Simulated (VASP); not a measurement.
# SiRu (P2_13) in VASP: further runs, part 2 of 2

VASP 6.6.1. Earlier steps stand in the parts before.

### 3 Single point, PBE, non-collinear spin, zero start, spin-orbit coupling

INCAR

```
SYSTEM = SiRu
  PREC = Accurate
  ENCUT = 500
  EDIFF = 1E-6
  ISMEAR = -1
  SIGMA = 0.02
  LREAL = .FALSE.
  LASPH = .TRUE.
  NELM = 200
  ALGO = Normal
  ISIF = 2
  LWAVE = .FALSE.
  LCHARG = .FALSE.
  MAGMOM = 0 0 0 0 0 0 0 0 0 0 0 0 0 0 0 0 0 0 0 0 0 0 0 0
  LORBIT = 11
  LSORBIT = .TRUE.
  GGA_COMPAT = .FALSE.
  LORBMOM = .TRUE.
  LMAXMIX = 4
  GGA = PE
  NBANDS = 90
```

KPOINTS

```
Automatic mesh
0
G
  6 6 6
  0 0 0
```

POSCAR

```
SiRu
1.0
    4.7048235956      0.0000000000      0.0000000000
    0.0000000000      4.7048235956      0.0000000000
    0.0000000000      0.0000000000      4.7048235956
Si Ru
4 4
Direct
    0.1624240174      0.3375759826      0.6624240174
    0.3375759826      0.6624240174      0.1624240174
    0.6624240174      0.1624240174      0.3375759826
    0.8375759826      0.8375759826      0.8375759826
    0.8705990389      0.6294009611      0.3705990389
    0.6294009611      0.3705990389      0.8705990389
    0.3705990389      0.8705990389      0.6294009611
    0.1294009611      0.1294009611      0.1294009611
```

Potentials or basis: VASP PAW PBE potentials, release 64 (Si, Ru_pv).

The run is started by

```console
> cat potpaw_PBE.64/Si/POTCAR potpaw_PBE.64/Ru_pv/POTCAR > POTCAR
> mpirun -np 1 vasp_ncl > vasp.out
```

OUTCAR:

```text
SYSTEM = SiRu
   PREC = Accurate
   ENCUT = 500
   EDIFF = 1E-6
   ISMEAR = -1
   LREAL = .FALSE.
   LASPH = .TRUE.
   NELM = 200
   ISIF = 2
   LORBIT = 11
   LSORBIT = .TRUE.
   GGA = PE

 ion  position               nearest neighbor table
   1  0.162  0.338  0.662-   5 2.38   6 2.41   7 2.41   8 2.41   7 2.70   8 2.70   6 2.70   2 2.92
                             2 2.92   3 2.92   3 2.92   4 2.92   4 2.92
   2  0.338  0.662  0.162-   6 2.38   5 2.41   7 2.41   8 2.41   5 2.70   7 2.70   8 2.70   1 2.92
                             1 2.92   4 2.92   4 2.92   3 2.92   3 2.92
   3  0.662  0.162  0.338-   7 2.38   6 2.41   5 2.41   8 2.41   6 2.70   5 2.70   8 2.70   4 2.92
                             1 2.92   1 2.92   4 2.92   2 2.92   2 2.92
   4  0.838  0.838  0.838-   8 2.38   6 2.41   7 2.41   5 2.41   6 2.70   5 2.70   7 2.70   2 2.92
                             3 2.92   3 2.92   2 2.92   1 2.92   1 2.92
   5  0.871  0.629  0.371-   1 2.38   2 2.41   3 2.41   4 2.41   3 2.70   4 2.70   2 2.70   8 2.88
                             6 2.88   6 2.88   8 2.88   7 2.88   7 2.88
   6  0.629  0.371  0.871-   2 2.38   1 2.41   3 2.41   4 2.41   1 2.70   3 2.70   4 2.70   8 2.88
                             5 2.88   5 2.88   7 2.88   7 2.88   8 2.88
   7  0.371  0.871  0.629-   3 2.38   2 2.41   1 2.41   4 2.41   2 2.70   1 2.70   4 2.70   8 2.88
                             8 2.88   5 2.88   6 2.88   6 2.88   5 2.88
   8  0.129  0.129  0.129-   4 2.38   2 2.41   3 2.41   1 2.41   2 2.70   1 2.70   3 2.70   5 2.88
                             6 2.88   7 2.88   7 2.88   5 2.88   6 2.88

  LATTYP: Found a simple cubic cell.
 ALAT       =     4.7048235956

  Lattice vectors:

 A1 = (   4.7048235956,   0.0000000000,   0.0000000000)
 A2 = (   0.0000000000,   4.7048235956,   0.0000000000)
 A3 = (   0.0000000000,   0.0000000000,   4.7048235956)

Analysis of symmetry for initial positions (statically):
=====================================================================
 Subroutine PRICEL returns:
 Original cell was already a primitive cell.

 Routine SETGRP: Setting up the symmetry group for a
 simple cubic supercell.

 Subroutine GETGRP returns: Found 12 space group operations
 (whereof  3 operations were pure point group operations)
 out of a pool of 48 trial point group operations.

The static configuration has the point symmetry C_3 .
 The point group associated with its full space group is T   .

Analysis of symmetry for dynamics (positions and initial velocities):
=====================================================================
 Subroutine PRICEL returns:
[... 2384 lines left out ...]
     0.0000000     0.0000000     0.0000000     0.0000000     0.0000000
 l=   3
     0.0000000     0.0000000     0.0000000     0.0000000     0.0000000     0.0000000     0.0000000
     0.0000000     0.0000000     0.0000000     0.0000000     0.0000000     0.0000000     0.0000000
     0.0000000     0.0000000     0.0000000     0.0000000     0.0000000     0.0000000     0.0000000
     0.0000000     0.0000000     0.0000000     0.0000000     0.0000000     0.0000000     0.0000000
[... 129 lines left out ...]
 l=   2
     0.0000000    -0.0011098     0.0000000    -0.0011098    -0.0045051
    -0.0011098     0.0000000    -0.0033687    -0.0011098    -0.0011364
     0.0000000    -0.0033687     0.0000000    -0.0033890     0.0000000
    -0.0011098    -0.0011098    -0.0033890     0.0000000    -0.0011161
    -0.0045051    -0.0011364     0.0000000    -0.0011161     0.0000000
 l=   3
     0.0000000     0.0000000     0.0000000     0.0000000     0.0000000     0.0000000     0.0000000
     0.0000000     0.0000000     0.0000000     0.0000000     0.0000000     0.0000000     0.0000000
     0.0000000     0.0000000     0.0000000     0.0000000     0.0000000     0.0000000     0.0000000
     0.0000000     0.0000000     0.0000000     0.0000000     0.0000000     0.0000000     0.0000000
     0.0000000     0.0000000     0.0000000     0.0000000     0.0000000     0.0000000     0.0000000
     0.0000000     0.0000000     0.0000000     0.0000000     0.0000000     0.0000000     0.0000000
     0.0000000     0.0000000     0.0000000     0.0000000     0.0000000     0.0000000     0.0000000

 total charge

# of ion       s       p       d       tot
------------------------------------------
    1        0.739   0.867   0.000   1.606
    2        0.739   0.867   0.000   1.606
    3        0.739   0.867   0.000   1.606
    4        0.739   0.867   0.000   1.606
    5        0.338   6.326   6.195  12.859
    6        0.338   6.326   6.195  12.859
    7        0.338   6.326   6.195  12.859
    8        0.338   6.326   6.195  12.859
--------------------------------------------------
tot          4.306  28.773  24.780  57.859

 magnetization (x)

# of ion       s       p       d       tot
------------------------------------------
    1        0.000  -0.000   0.000   0.000
    2       -0.000   0.000   0.000  -0.000
    3        0.000  -0.000   0.000   0.000
    4       -0.000   0.000   0.000  -0.000
    5        0.000   0.000   0.000   0.000
    6       -0.000  -0.000  -0.000  -0.000
    7        0.000   0.000   0.000   0.000
    8       -0.000  -0.000  -0.000  -0.000
--------------------------------------------------
tot          0.000  -0.000  -0.000  -0.000

 magnetization (y)

# of ion       s       p       d       tot
------------------------------------------
    1       -0.000   0.000   0.000  -0.000
    2        0.000  -0.000   0.000   0.000
    3        0.000  -0.000   0.000   0.000
    4       -0.000   0.000   0.000  -0.000
    5       -0.000  -0.000  -0.000  -0.000
    6        0.000   0.000   0.000   0.000
    7        0.000   0.000   0.000   0.000
    8       -0.000  -0.000  -0.000  -0.000
--------------------------------------------------
tot          0.000   0.000   0.000   0.000

 magnetization (z)

# of ion       s       p       d       tot
------------------------------------------
    1        0.000  -0.000   0.000   0.000
    2        0.000  -0.000   0.000   0.000
    3       -0.000   0.000   0.000  -0.000
    4       -0.000   0.000   0.000  -0.000
    5        0.000   0.000   0.000   0.000
    6        0.000   0.000   0.000   0.000
    7       -0.000  -0.000  -0.000  -0.000
    8       -0.000  -0.000  -0.000  -0.000
--------------------------------------------------
tot         -0.000   0.000   0.000   0.000
```

OSZICAR:

```text
N       E                     dE             d eps       ncg     rms          rms(c)
DAV:   1     0.761603206887E+03    0.76160E+03   -0.39202E+04  5304   0.159E+03
DAV:   2    -0.255737679070E+02   -0.78718E+03   -0.75583E+03  5312   0.480E+02
DAV:   3    -0.663437931687E+02   -0.40770E+02   -0.39311E+02  6180   0.101E+02
DAV:   4    -0.672412144243E+02   -0.89742E+00   -0.89337E+00  5928   0.136E+01
DAV:   5    -0.672622090701E+02   -0.20995E-01   -0.20983E-01  6494   0.208E+00    0.329E+01
DAV:   6    -0.646797979284E+02    0.25824E+01   -0.18366E+01  5666   0.254E+01    0.761E+00
DAV:   7    -0.642631070502E+02    0.41669E+00   -0.23392E+00  5612   0.923E+00    0.758E+00
DAV:   8    -0.641565263974E+02    0.10658E+00   -0.34386E-01  5602   0.326E+00    0.137E+00
DAV:   9    -0.641549188805E+02    0.16075E-02   -0.17384E-02  6286   0.664E-01    0.578E-01
DAV:  10    -0.641541612085E+02    0.75767E-03   -0.10074E-03  5772   0.189E-01    0.344E-01
DAV:  11    -0.641540253721E+02    0.13584E-03   -0.90576E-04  5702   0.189E-01    0.620E-02
DAV:  12    -0.641540093580E+02    0.16014E-04   -0.90597E-05  5702   0.643E-02    0.334E-02
DAV:  13    -0.641540097620E+02   -0.40399E-06   -0.39900E-06  5264   0.110E-02
   1 F= -.64154010E+02 E0= -.64153901E+02  d E =-.217466E-03  mag=    -0.0000     0.0000     0.0000
```

stdout:

```text
POSCAR found type information on POSCAR SiRu
 POSCAR found :  2 types and       8 ions
 scaLAPACK will be used
 LDA part: xc-table for (Slater+PW92), standard interpolation
 POSCAR, INCAR and KPOINTS ok, starting setup
 FFT: planning ... GRIDC
 FFT: planning ... GRID_SOFT
 FFT: planning ... GRID
 WAVECAR not read
 entering main loop
```

Run time: 14 min. Hardware: 1 thread of Oxide Virtual Turin-like, shared host; peak memory 0.55 GiB.

Results:

| Quantity | Value |
| --- | --- |
| Free energy | -64.1540 eV |
| Pressure | 5.1 GPa |
| Largest force | 0.136 eV/Å |
| Net moment | 0.00 μB per cell |
| Valence electrons inside the program's atomic spheres | Si 1.61; Ru 12.86 |

Forces in eV/Å, atoms in the order of the input:
```
Si  -0.047  0.047 -0.047
Si   0.047 -0.047 -0.047
Si  -0.047 -0.047  0.047
Si   0.047  0.047  0.047
Ru  -0.078  0.078 -0.078
Ru   0.078 -0.078 -0.078
Ru  -0.078 -0.078  0.078
Ru   0.078  0.078  0.078
```

Moments on the atoms (μB; x, y, z):
```
Si  0.00 0.00 0.00
Si  0.00 0.00 0.00
Si  0.00 0.00 0.00
Si  0.00 0.00 0.00
Ru  0.00 0.00 0.00
Ru  0.00 0.00 0.00
Ru  0.00 0.00 0.00
Ru  0.00 0.00 0.00
```

Caveat: the cell stands under pressure.
